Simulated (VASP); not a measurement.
# Zn (Im-3m) in VASP: a series of runs, part 2 of 2

VASP 6.6.1.

### Step 3. Single point, r2SCAN (volume scaled by 0.88)

Contents of POSCAR:

```
Zn
1.0
   -1.4696934618      1.4696934618      1.4696934618
    1.4696934618     -1.4696934618      1.4696934618
    1.4696934618      1.4696934618     -1.4696934618
Zn
1
Direct
    0.0000000000      0.0000000000      0.0000000000
```

Contents of INCAR.step1:

```
SYSTEM = Zn
PREC = Accurate
ENCUT = 520
ISMEAR = -1
SIGMA = 0.1
LREAL = .FALSE.
LASPH = .TRUE.
NELM = 60
NBANDS = 12
GGA = PE
ALGO = Normal
EDIFF = 1E-4
LWAVE = .TRUE.
LCHARG = .FALSE.
```

Contents of INCAR.step2:

```
SYSTEM = Zn
PREC = Accurate
ENCUT = 520
EDIFF = 1E-6
ISMEAR = -1
SIGMA = 0.1
LREAL = .FALSE.
LASPH = .TRUE.
NELM = 60
ALGO = Normal
ISIF = 2
LWAVE = .FALSE.
LCHARG = .FALSE.
METAGGA = R2SCAN
LMIXTAU = .TRUE.
NBANDS = 12
ISTART = 1
```

Contents of KPOINTS:

```
regular mesh
0
G
  16 16 16
  0 0 0
```

Potentials or basis: VASP PAW PBE potentials, release 64 (Zn).

The run is started by

```sh
cat potpaw_PBE.64/Zn/POTCAR > POTCAR
cp INCAR.step1 INCAR
mpirun -np 1 vasp_std > vasp.out
cp INCAR.step2 INCAR
mpirun -np 1 vasp_std > vasp.out
```

OUTCAR:

```text
SYSTEM = Zn
   PREC = Accurate
   ENCUT = 520
   EDIFF = 1E-6
   ISMEAR = -1
   LREAL = .FALSE.
   LASPH = .TRUE.
   NELM = 60
   ISIF = 2
   METAGGA = R2SCAN
   ISTART = 1

 ion  position               nearest neighbor table
   1  0.000  0.000  0.000-

  LATTYP: Found a body centered cubic cell.
 ALAT       =     2.9393869236

  Lattice vectors:

 A1 = (  -1.4696934618,   1.4696934618,   1.4696934618)
 A2 = (   1.4696934618,  -1.4696934618,   1.4696934618)
 A3 = (   1.4696934618,   1.4696934618,  -1.4696934618)
[... 529 lines left out ...]
      4      -3.6166      2.00000
      5      -3.3986      2.00000
      6      -1.4178      2.00000
      7      10.2796      0.00000
      8      12.4943      0.00000
      9      18.9212      0.00000
     10      26.3029      0.00000
     11      28.8677      0.00000
     12      33.1010      0.00000

 [... further k-points ...]
[... 5 lines left out ...]
  --------------------------------------------------------------------------------------
  -------------------------------------------------------------------------------------
  Total        1.2505546      1.2505546      1.2505546      0.0000000      0.0000000     -0.0000000
  in kB      157.7876397    157.7876397    157.7876397      0.0000000      0.0000000     -0.0000000
  external PRESSURE =     157.7876397 kB  Pullay stress =       0.0000000 kB

 VOLUME and BASIS-vectors are now :
 -----------------------------------------------------------------------------
  energy-cutoff  :      520.00
  volume of cell :       12.70
      direct lattice vectors                 reciprocal lattice vectors
    -1.469693462  1.469693462  1.469693462     0.000000000  0.340206998  0.340206998
     1.469693462 -1.469693462  1.469693462     0.340206998  0.000000000  0.340206998
     1.469693462  1.469693462 -1.469693462     0.340206998  0.340206998  0.000000000

 POSITION                                       TOTAL-FORCE (eV/Angst)
 -----------------------------------------------------------------------------------
      0.00000      0.00000      0.00000        -0.000000      0.000000      0.000000
 -----------------------------------------------------------------------------------
    total drift:                                0.000000      0.000000      0.000000

  FREE ENERGIE OF THE ION-ELECTRON SYSTEM (eV)
  ---------------------------------------------------
  free  energy   TOTEN  =        -8.7300034306 eV

  energy  without entropy=       -8.7204150365  energy(sigma->0) =       -8.72520923
```

Run time: 60 s. Hardware: 1 thread of Intel Xeon 6975P-C, shared host; peak memory 0.14 GiB.

Results:

```
Free energy            : -8.7300 eV
Pressure               : 15.8 GPa
Band gap on the k mesh : zero (band 6 reaches 9.36 eV, above the bottom of band 7 at 3.98 eV)
```

Caveat: the PAW data sets were made with another functional, which shifts forces and pressure a little.

### Step 4. Single point, r2SCAN (volume scaled by 0.92)

Contents of POSCAR:

```
Zn
1.0
   -1.4916324196      1.4916324196      1.4916324196
    1.4916324196     -1.4916324196      1.4916324196
    1.4916324196      1.4916324196     -1.4916324196
Zn
1
Direct
    0.0000000000      0.0000000000      0.0000000000
```

Contents of INCAR.step1:

```
SYSTEM = Zn
PREC     = Accurate       ! precision mode
ENCUT    = 520            ! plane-wave cutoff, eV
ISMEAR   = -1             ! smearing method
SIGMA    = 0.1            ! smearing width, eV
LREAL    = .False.        ! projectors in reciprocal space
LASPH    = .True.         ! aspherical terms in the spheres
NELM     = 100            ! most SCF steps
NBANDS   = 12             ! bands
GGA      = PE             ! functional
ALGO     = Normal         ! electronic algorithm
EDIFF    = 1E-4           ! SCF threshold, eV
LWAVE    = .True.         ! write WAVECAR
LCHARG   = .False.        ! write CHGCAR
```

Contents of INCAR.step2:

```
SYSTEM = Zn
PREC     = Accurate       ! precision mode
ENCUT    = 520            ! plane-wave cutoff, eV
EDIFF    = 1E-7           ! SCF threshold, eV
ISMEAR   = -1             ! smearing method
SIGMA    = 0.1            ! smearing width, eV
LREAL    = .False.        ! projectors in reciprocal space
LASPH    = .True.         ! aspherical terms in the spheres
NELM     = 100            ! most SCF steps
ALGO     = Normal         ! electronic algorithm
ISIF     = 2              ! what is computed and relaxed
LWAVE    = .False.        ! write WAVECAR
LCHARG   = .False.        ! write CHGCAR
METAGGA  = R2SCAN         ! meta-GGA
LMIXTAU  = .True.       
NBANDS   = 12             ! bands
ISTART   = 1
```

Contents of KPOINTS:

```
Automatic mesh
0
Gamma
  16 16 16
  0 0 0
```

The run is started by

```sh
cat potpaw_PBE.64/Zn/POTCAR > POTCAR
cp INCAR.step1 INCAR
mpirun -np 1 vasp_std > vasp.out
cp INCAR.step2 INCAR
mpirun -np 1 vasp_std > vasp.out
```

It took 65 s on 1 thread of Intel Xeon 6975P-C, shared host; peak memory 0.14 GiB.

Results (log left out):

```yaml
Free_energy: -8.7738 eV
Pressure: 9.2 GPa
Band_gap_on_the_k_mesh: zero (band 6 reaches 8.89 eV, above the bottom of band 7 at 3.50 eV)
```

Levels at points of the mesh, in eV from the Fermi level:
| k point | band 3 | band 4 | band 5 | band 6 | band 7 | band 8 | band 9 | band 10 |
| --- | --- | --- | --- | --- | --- | --- | --- | --- |
| (0.00, 0.00, 0.00) | -8.79 | -8.79 | -8.13 | -8.13 | 22.70 | 22.70 | 22.70 | 22.85 |
| (0.50, 0.00, 0.00) | -8.16 | -8.09 | -7.69 | -3.75 | -0.86 | 13.17 | 14.23 | 16.90 |
| (0.50, 0.50, 0.50) | -7.79 | -7.79 | -7.79 | 4.53 | 4.53 | 4.53 | 9.07 | 9.07 |

Caveat: the PAW data sets were made with another functional, which shifts forces and pressure a little.

### Step 5. Single point, r2SCAN (volume scaled by 0.96)

Contents of POSCAR:

```
Zn
1.0
   -1.5129443335      1.5129443335      1.5129443335
    1.5129443335     -1.5129443335      1.5129443335
    1.5129443335      1.5129443335     -1.5129443335
Zn
1
Direct
    0.0000000000      0.0000000000      0.0000000000
```

Contents of INCAR.step1:

```
SYSTEM = Zn
ALGO = Normal ; EDIFF = 1E-4
ENCUT = 520 ; GGA = PE
ISMEAR = -1 ; LASPH = .TRUE.
LCHARG = .FALSE. ; LREAL = .FALSE.
LWAVE = .TRUE. ; NBANDS = 12
NELM = 80 ; PREC = Accurate
SIGMA = 0.1
```

Contents of INCAR.step2:

```
SYSTEM = Zn
ALGO = Normal ; EDIFF = 1E-6
ENCUT = 520 ; ISIF = 2
ISMEAR = -1 ; ISTART = 1
LASPH = .TRUE. ; LCHARG = .FALSE.
LMIXTAU = .TRUE. ; LREAL = .FALSE.
LWAVE = .FALSE. ; METAGGA = R2SCAN
NBANDS = 12 ; NELM = 80
PREC = Accurate ; SIGMA = 0.1
```

Contents of KPOINTS:

```
k-points
0
G
  16 16 16
  0 0 0
```

The run is started by

```sh
cat potpaw_PBE.64/Zn/POTCAR > POTCAR
cp INCAR.step1 INCAR
mpirun -np 1 vasp_std > vasp.out
cp INCAR.step2 INCAR
mpirun -np 1 vasp_std > vasp.out
```

Wall time 53 s (1 thread of Intel Xeon 6975P-C, shared host); peak memory 0.14 GiB.

Results (log left out):

```yaml
Free_energy: -8.7971 eV
Pressure: 4.3 GPa
Band_gap_on_the_k_mesh: zero (band 6 reaches 8.45 eV, above the bottom of band 7 at 3.06 eV)
```

Levels at points of the mesh, in eV from the Fermi level:
```csv
k point,band 2,band 3,band 4,band 5,band 6,band 7,band 8,band 9,band 10,band 11
"(0.00, 0.00, 0.00)",-8.59,-8.59,-8.59,-7.98,-7.98,21.93,21.93,21.93,22.51,22.51
"(0.50, 0.00, 0.00)",-8.97,-8.01,-7.94,-7.57,-3.50,-0.90,12.81,13.97,16.56,18.71
"(0.50, 0.50, 0.50)",-9.33,-7.67,-7.67,-7.67,4.49,4.49,4.49,8.94,8.94,9.41
```

Caveat: the PAW data sets were made with another functional, which shifts forces and pressure a little.

### Step 6. Single point, r2SCAN

Contents of POSCAR:

```
Zn
1.0
   -1.5336721741      1.5336721741      1.5336721741
    1.5336721741     -1.5336721741      1.5336721741
    1.5336721741      1.5336721741     -1.5336721741
Zn
1
Direct
    0.0000000000      0.0000000000      0.0000000000
```

Contents of INCAR.step1:

```
SYSTEM = Zn
PREC = Accurate
ENCUT = 520
ISMEAR = -1
SIGMA = 0.1
LREAL = .FALSE.
LASPH = .TRUE.
NELM = 60
NBANDS = 12
GGA = PE
ALGO = Normal
EDIFF = 1E-4
LWAVE = .TRUE.
LCHARG = .FALSE.
```

Contents of INCAR.step2:

```
SYSTEM = Zn
PREC = Accurate
ENCUT = 520
EDIFF = 1E-7
ISMEAR = -1
SIGMA = 0.1
LREAL = .FALSE.
LASPH = .TRUE.
NELM = 60
ALGO = Normal
ISIF = 2
LWAVE = .FALSE.
LCHARG = .FALSE.
METAGGA = R2SCAN
LMIXTAU = .TRUE.
NBANDS = 12
ISTART = 1
```

Contents of KPOINTS:

```
Automatic mesh
0
G
  16 16 16
  0 0 0
```

Potentials or basis: VASP PAW PBE potentials, release 64 (Zn).

The run is started by

```sh
cat potpaw_PBE.64/Zn/POTCAR > POTCAR
cp INCAR.step1 INCAR
mpirun -np 1 vasp_std > vasp.out
cp INCAR.step2 INCAR
mpirun -np 1 vasp_std > vasp.out
```

It took 54 s on 1 thread of Intel Xeon 6975P-C, shared host; peak memory 0.14 GiB.

It converged, with:

- Free energy: -8.8052 eV
- Pressure: 0.6 GPa
- Band gap on the k mesh: zero (band 6 reaches 8.05 eV, above the bottom of band 7 at 2.66 eV)

Levels at points of the mesh, in eV from the Fermi level:
```
           k point  band 4  band 5  band 6  band 7  band 8  band 9
(0.00, 0.00, 0.00)   -8.42   -7.85   -7.85   21.21   21.21   21.21
(0.50, 0.00, 0.00)   -7.81   -7.47   -3.28   -0.95   12.47   13.72
(0.50, 0.50, 0.50)   -7.56   -7.56    4.45    4.45    4.45    8.82
```

Caveat: the PAW data sets were made with another functional, which shifts forces and pressure a little.

### Step 7. The runs side by side

| cell | k mesh | gap on the mesh (eV) | pressure (GPa) |
| --- | --- | --- | --- |
| a = 2.656 Å, angles 109.5°, 1 atom | 14 × 14 × 14 | none | 0.5 |
| a = 2.546 Å, angles 109.5°, 1 atom | 16 × 16 × 16 | none | 15.8 |
| a = 2.584 Å, angles 109.5°, 1 atom | 16 × 16 × 16 | none | 9.2 |
| a = 2.620 Å, angles 109.5°, 1 atom | 16 × 16 × 16 | none | 4.3 |
| a = 2.656 Å, angles 109.5°, 1 atom | 16 × 16 × 16 | none | 0.6 |

Alike in all rows: task single point; level r2SCAN; potentials or basis VASP PAW PBE potentials, release 64 (Zn); no spin polarisation; cutoff (eV) 520; smearing fermi-dirac 0.1 eV.

Caveats: the PAW data sets were made with another functional, which shifts forces and pressure a little.

Total energies depend on the potentials used, so only differences within one code and one set of settings carry meaning.
